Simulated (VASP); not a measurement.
A run of VASP 6.6.1:

The input INCAR:

```
PREC = Accurate
ENCUT = 520
EDIFF = 1E-6
ISMEAR = 0
SIGMA = 0.1
LREAL = F
LASPH = T
NELM = 100
ALGO = Normal
ISIF = 2
LWAVE = F
LCHARG = F
LDIPOL = T
IDIPOL = 3
DIPOL = 0.5 0.5 0.500
GGA = PE
NBANDS = 36
ISYM = 0
```

The input KPOINTS:

```
regular mesh
0
Gamma
  13 9 1
```

POSCAR

```
WC
1.0
    2.9216789205      0.0000000000      0.0000000000
   -1.4608394603      3.8089190255      0.0000000000
    0.0000000000      0.0000000000     19.0977831065
W C
3 3
Direct
    0.7177577094      0.4354002267      0.3974507534
    0.4419902110      0.8840230459      0.4923425934
    0.1540373554      0.3083265366      0.5897330927
    0.0079054975      0.0153779944      0.4093333811
    0.7251504923      0.4504128107      0.5064628695
    0.4612127985      0.9225675140      0.6046773099
```

Potentials or basis: VASP PAW PBE potentials, release 64 (W_sv, C).

Command:

```sh
$ cat potpaw_PBE.64/W_sv/POTCAR potpaw_PBE.64/C/POTCAR > POTCAR
$ mpirun -np 1 vasp_std > vasp.out
```

Hardware: 1 thread of Intel(R) Xeon(R) 6975P-C (Granite Rapids) (shared host).

Problem. How long does it take, and how much memory?

Solution. Wall time 13 min on 1 thread of Intel(R) Xeon(R) 6975P-C (Granite Rapids), with other jobs on the host, peak memory 0.54 GiB. Counts: scf iterations 27, k points 59.
